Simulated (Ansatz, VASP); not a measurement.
## One calculation of AlGa3Ru, two programs

```
Al Ga Ru
1.0
     4.79753    0.00000    0.00000
     0.00000    4.79753    0.00000
     0.00000    0.00000    4.83603
Al Ga Ru
1 3 1
Direct
  0.00000 0.00000 0.09631
  0.50000 0.50000 0.94686
  0.00000 0.50000 0.48523
  0.50000 0.00000 0.48523
  0.50000 0.50000 0.44637
```

Alike in both runs: functional PBE; k mesh 8 × 8 × 8; occupations gaussian, width 0.1 eV; no spin polarisation.

Ansatz relaxed the structure, and its values are those at the end. VASP's run is a single point on that final structure, the one shown.

```csv
,VASP,Ansatz
version,VASP 6.6.1,Ansatz 0.2.0
potentials or method,"VASP PAW PBE potentials, release 64 (Al, Ga_d, Ru_pv), cutoff 520 eV","scalar-relativistic, plane waves, PAW"
valence electrons in the cell,56,58
```

Ansatz gave:

- gap on the k mesh at the Fermi level (eV): none
- pressure (GPa): 0.0

Task: What did VASP give for the same quantities?

Result: gap on the k mesh at the Fermi level (eV): none; pressure (GPa): 0.2.

A gap of «none» marks a metal or a gap that the smearing closes. VASP's potentials hold 56 valence electrons a cell and Ansatz's 58, so a difference there can come from the potentials and not from the codes.
